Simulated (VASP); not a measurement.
# Hf (Fm-3m) in VASP: a series of runs, part 2 of 2

VASP 6.6.1. Earlier steps stand in the parts before.

**3. Single point, PBE (volume scaled by 1.04)**

Contents of INCAR:

```
SYSTEM = Hf
  ALGO = Normal
  EDIFF = 1E-7
  ENCUT = 520
  GGA = PE
  ISIF = 2
  ISMEAR = -1
  LASPH = .TRUE.
  LCHARG = .FALSE.
  LREAL = .FALSE.
  LWAVE = .FALSE.
  NBANDS = 11
  NELM = 80
  PREC = Accurate
  SIGMA = 0.1
```

Contents of KPOINTS:

```
k-points
0
G
  14 14 14
  0 0 0
```

Contents of POSCAR:

```
Hf
1.0
    0.0000000000      2.2728471843      2.2728471843
    2.2728471843      0.0000000000      2.2728471843
    2.2728471843      2.2728471843      0.0000000000
Hf
1
Direct
    0.0000000000      0.0000000000      0.0000000000
```

Potentials or basis: VASP PAW PBE potentials, release 64 (Hf_pv).

The run is started by

```console
$ cat potpaw_PBE.64/Hf_pv/POTCAR > POTCAR
$ mpirun -np 1 vasp_std > vasp.out
```

OUTCAR:

```text
SYSTEM = Hf
   EDIFF = 1E-7
   ENCUT = 520
   GGA = PE
   ISIF = 2
   ISMEAR = -1
   LASPH = .TRUE.
   LREAL = .FALSE.
   NELM = 80
   PREC = Accurate

 ion  position               nearest neighbor table
   1  0.000  0.000  0.000-

  LATTYP: Found a face centered cubic cell.
 ALAT       =     4.5456943686

  Lattice vectors:

 A1 = (   0.0000000000,   2.2728471843,   2.2728471843)
 A2 = (   2.2728471843,   0.0000000000,   2.2728471843)
 A3 = (   2.2728471843,   2.2728471843,   0.0000000000)

Analysis of symmetry for initial positions (statically):
=====================================================================
 Subroutine PRICEL returns:
 Original cell was already a primitive cell.

 Routine SETGRP: Setting up the symmetry group for a
 face centered cubic supercell.

 Subroutine GETGRP returns: Found 48 space group operations
 (whereof 48 operations were pure point group operations)
 out of a pool of 48 trial point group operations.

The static configuration has the point symmetry O_h .

Analysis of symmetry for dynamics (positions and initial velocities):
=====================================================================
 Subroutine PRICEL returns:
 Original cell was already a primitive cell.

 Routine SETGRP: Setting up the symmetry group for a
 face centered cubic supercell.

 Subroutine GETGRP returns: Found 48 space group operations
 (whereof 48 operations were pure point group operations)
 out of a pool of 48 trial point group operations.

The dynamic configuration has the point symmetry O_h .

 Subroutine INISYM returns: Found 48 space group operations
 (whereof 48 operations are pure point group operations),
 and found     1 'primitive' translations

----------------------------------------------------------------------------------------

                                     Primitive cell

  volume of cell :      23.4823

  direct lattice vectors                    reciprocal lattice vectors
     0.000000000  2.272847184  2.272847184    -0.219988393  0.219988393  0.219988393
     2.272847184  0.000000000  2.272847184     0.219988393 -0.219988393  0.219988393
     2.272847184  2.272847184  0.000000000     0.219988393  0.219988393 -0.219988393

  length of vectors
     3.214291313  3.214291313  3.214291313     0.381031074  0.381031074  0.381031074

  position of ions in fractional coordinates (direct lattice)
     0.000000000  0.000000000  0.000000000

  ion indices of the primitive-cell ions
   primitive index   ion index
                 1           1

----------------------------------------------------------------------------------------

 KPOINTS: k-points

Automatic generation of k-mesh.
 Grid dimensions read from file:
 generate k-points for:   14   14   14

 Generating k-lattice:

  Cartesian coordinates                     Fractional coordinates (reciprocal lattice)
    -0.015713457  0.015713457  0.015713457     0.071428571  0.000000000  0.000000000
     0.015713457 -0.015713457  0.015713457     0.000000000  0.071428571  0.000000000
     0.015713457  0.015713457 -0.015713457     0.000000000  0.000000000  0.071428571

  Length of vectors
     0.027216505  0.027216505  0.027216505

  Shift w.r.t. Gamma in fractional coordinates (k-lattice)
     0.000000000  0.000000000  0.000000000

 Subroutine IBZKPT returns following result:
 ===========================================

 Found    104 irreducible k-points:

 Following reciprocal coordinates:
            Coordinates               Weight
  0.000000  0.000000  0.000000      1.000000
  0.071429  0.000000  0.000000      8.000000
  0.142857  0.000000  0.000000      8.000000
  0.214286  0.000000  0.000000      8.000000
  0.285714  0.000000  0.000000      8.000000
  0.357143  0.000000  0.000000      8.000000
[... 16 lines left out ...]
  0.214286  0.142857  0.000000     24.000000
  0.285714  0.142857  0.000000     24.000000
 [... further k-points ...]
   k-points           NKPTS =    104   k-points in BZ     NKDIM =    104   number of bands    NBANDS=     11
   number of dos      NEDOS =    301   number of ions     NIONS =      1
   total plane-waves  NPLWV =  13824
   dimension x,y,z NGX =    24 NGY =   24 NGZ =   24
   dimension x,y,z NGXF=    48 NGYF=   48 NGZF=   48
   ions per type =               1
   NGX,Y,Z   is equivalent  to a cutoff of  12.41, 12.41, 12.41 a.u.
   NGXF,Y,Z  is equivalent  to a cutoff of  24.83, 24.83, 24.83 a.u.
 SYSTEM =  Hf
   PREC   = accura    normal or accurate (medium, high low for compatibility)
   ISTART =      0    job   : 0-new  1-cont  2-samecut
   ICHARG =      2    charge: 1-file 2-atom 10-const
   ISPIN  =      1    spin polarized calculation?
   LNONCOLLINEAR =      F non collinear calculations
   LSORBIT =      F    spin-orbit coupling
   LASPH  =      T    aspherical Exc in radial PAW
   ENCUT  =  520.0 eV  38.22 Ry    6.18 a.u.   5.98  5.98  5.98*2*pi/ulx,y,z
   NELM   =     80;   NELMIN=  2; NELMDL= -5     # of ELM steps
   EDIFF  = 0.1E-06   stopping-criterion for ELM
   LREAL  =      F    real-space projection
   EDIFFG = 0.1E-05   stopping-criterion for IOM
   NSW    =      0    number of steps for IOM
   IBRION =     -1    ionic relax: 0-MD 1-quasi-New 2-CG
   NFREE  =      0    steps in history (QN), initial steepest desc. (CG)
   ISIF   =      2    stress and relaxation
   ISYM   =      2    0-nonsym 1-usesym 2-fastsym
   POTIM  = 0.5000    time-step for ionic-motion
   TEBEG  =    0.0;   TEEND  =   0.0 temperature during run
   PSTRESS=    0.0 pullay stress
   NELECT =      10.0000    total number of electrons
   NUPDOWN=      -1.0000    fix difference up-down
   EMIN   =  10.00;   EMAX   =-10.00  energy-range for DOS
   EFERMI =   0.00;   METHOD = LEGACY
   ISMEAR =    -1;   SIGMA  =   0.10  broadening in eV -4-tet -1-fermi 0-gaus
   EFERMI_NEDOS =   21; number of points for ismear=-14 and -15
   IALGO  =     38    algorithm
   IMIX   =      4    mixing-type and parameters
     AMIX     =   0.40;   BMIX     =  1.00
     AMIX_MAG =   1.60;   BMIX_MAG =  1.00
  volume/ion in A,a.u.               =      23.48       158.47
  Fermi-wavevector in a.u.,A,eV,Ry     =   1.231671  2.327520 20.640210  1.517013
  Thomas-Fermi vector in A             =   2.366471
   LORBIT       =      0    0 simple, 1 ext, 2 COOP (PROOUT), +10 PAW based schemes
   GGA     = PE    functional components
   LHFCALC =     F    Hartree Fock is set to
   AEXX    =    0.0000 exact exchange contribution
   IVDW    =     0    specifies the selected vdW correction
   LEPSILON=     F    determine dielectric tensor
   LRPA    =     F    only Hartree local field effects (RPA)
 non-spin polarized calculation
  energy-cutoff  :      520.00
  volume of cell :       23.48
 maximum number of plane-waves:       644
   NGX = 11   NGY = 11   NGZ = 11

 number of electron      10.0000000 magnetization

 Free energy of the ion-electron system (eV)
  ---------------------------------------------------
  ext. energy  EPLUGINS =         0.00000000
  ---------------------------------------------------
  free energy    TOTEN  =        -9.86474372 eV

  energy without entropy =       -9.81332068  energy(sigma->0) =       -9.83903220

 E-fermi :   4.4106     XC(G=0): -11.0678

 val. band max:        4.4062721531   @ k =   0.3571   0.0000   0.0000
 cond. band min:       4.4117550011   @ k =  -0.4286   0.2857   0.1429
 fundamental gap:      0.0054828480
 Fermi energy:         4.4106130726

 k-point     1 :       0.0000    0.0000    0.0000
  band No.  band energies     occupation
      1     -25.7823      2.00000
      2     -25.7823      2.00000
      3     -25.7823      2.00000
      4      -2.6327      2.00000
      5       5.7893      0.00000
      6       5.7893      0.00000
      7       5.7893      0.00000
      8       8.4091      0.00000
      9       8.4091      0.00000
     10      15.5640      0.00000
     11      17.3053      0.00000

 k-point     2 :       0.0714    0.0000    0.0000
  band No.  band energies     occupation
      1     -25.8183      2.00000
      2     -25.7870      2.00000
      3     -25.7870      2.00000
      4      -2.4642      2.00000
      5       5.6180      0.00001
      6       5.8698      0.00000
      7       5.8698      0.00000
      8       8.3237      0.00000
      9       8.3237      0.00000
     10      15.9387      0.00000
     11      17.3045      0.00000
[... 295 lines left out ...]
 k-point    24 :       0.2857    0.1429    0.0000
  band No.  band energies     occupation
      1     -26.1305      2.00000
      2     -25.8765      2.00000
      3     -25.8695      2.00000
      4      -0.4572      2.00000
      5       4.1635      1.84425
      6       5.8433      0.00000
      7       6.6505      0.00000
      8       7.6886      0.00000
      9       9.2291      0.00000
     10      16.7184      0.00000
     11      17.3152      0.00000

 [... further k-points ...]
[... 5 lines left out ...]
  --------------------------------------------------------------------------------------
  -------------------------------------------------------------------------------------
  Total       -0.6014567     -0.6014567     -0.6014567     -0.0000000      0.0000000     -0.0000000
  in kB      -41.0368719    -41.0368719    -41.0368719     -0.0000000      0.0000000     -0.0000000
  external PRESSURE =     -41.0368719 kB  Pullay stress =       0.0000000 kB

 VOLUME and BASIS-vectors are now :
 -----------------------------------------------------------------------------
  energy-cutoff  :      520.00
  volume of cell :       23.48
      direct lattice vectors                 reciprocal lattice vectors
     0.000000000  2.272847184  2.272847184    -0.219988393  0.219988393  0.219988393
     2.272847184  0.000000000  2.272847184     0.219988393 -0.219988393  0.219988393
     2.272847184  2.272847184  0.000000000     0.219988393  0.219988393 -0.219988393

 POSITION                                       TOTAL-FORCE (eV/Angst)
 -----------------------------------------------------------------------------------
      0.00000      0.00000      0.00000         0.000000      0.000000      0.000000
 -----------------------------------------------------------------------------------
    total drift:                               -0.000000     -0.000000     -0.000000

  FREE ENERGIE OF THE ION-ELECTRON SYSTEM (eV)
  ---------------------------------------------------
  free  energy   TOTEN  =        -9.8647437234 eV

  energy  without entropy=       -9.8133206755  energy(sigma->0) =       -9.83903220
```

stdout:

```text
POSCAR found type information on POSCAR Hf
 POSCAR found :  1 types and       1 ions
 scaLAPACK will be used
 LDA part: xc-table for (Slater+PW92), standard interpolation
 POSCAR, INCAR and KPOINTS ok, starting setup
 FFT: planning ... GRIDC
 FFT: planning ... GRID_SOFT
 FFT: planning ... GRID
 WAVECAR not read
 entering main loop
```

It took 52 s on 1 thread of AMD EPYC 7R13, shared host; peak memory 0.12 GiB.

What came out:

| Property | Result |
| --- | --- |
| Free energy | -9.8647 eV |
| Pressure | -4.1 GPa |
| Band gap on the k mesh | zero (band 5 reaches 5.79 eV, above the bottom of band 6 at 3.82 eV) |

Caveat: spin-orbit coupling is left out, which moves the levels of the heavy elements.
